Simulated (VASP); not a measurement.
Crystal: TePb.

```xyz
2
Lattice="0.0000 3.2678 3.2678 3.2678 0.0000 3.2678 3.2678 3.2678 0.0000" Properties=species:S:1:pos:R:3 pbc="T T T"
Pb    0.0000    0.0000    0.0000
Te    3.2678    3.2678    3.2678
```

Base run:

```yaml
Program: VASP 6.6.1
Functional: HF
Potentials_or_basis: VASP PAW PBE potentials, release 64 (Pb_d, Te)
Cutoff: 520 eV
k_mesh: 4 × 4 × 4
Occupations: gaussian, width 0.01 eV
Spin: no spin polarisation
```

Its results: band gap on the k mesh 5.33 eV; pressure 3.2 GPa.

Task: The run is repeated on the same cell with these changes: functional from HF to PBE-based global hybrid with 15 % exact exchange; share of exact exchange from 1 to 0.15. What comes out?

Result: Band gap on the k mesh 1.40 eV; pressure -0.1 GPa.

Caveats: the PAW data sets were made with another functional, which shifts forces and pressure a little; spin-orbit coupling is left out, which moves the levels of the heavy elements; the cell stands under pressure (at least some runs).

A k mesh can miss the band edges.
